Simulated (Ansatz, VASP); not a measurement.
## Sb: VASP beside Ansatz

```xyz
1
Lattice="0.0000 2.2659 2.2659 2.2659 0.0000 2.2659 2.2659 2.2659 0.0000" Properties=species:S:1:pos:R:3 pbc="T T T"
Sb    0.0000    0.0000    0.0000
```

Change from the starting cell: volume scaled by 0.95.

Alike in both runs: task single point; functional PBE; k mesh 12 × 12 × 12; occupations fermi-dirac, width 0.05 eV; no spin polarisation.

```csv
,VASP,Ansatz
version,VASP 6.6.1,Ansatz 0.2.0
potentials or method,"VASP PAW PBE potentials, release 64 (Sb), cutoff 520 eV","all-electron LAPW, scalar-relativistic"
```

Ansatz gave:

```
pressure (GPa) : 14.1
```

Task: Which values does VASP return?

Result: Pressure (GPa): 14.0.

Ansatz ran all-electron here, and VASP with PAW potentials.

Spin-orbit coupling is off throughout.
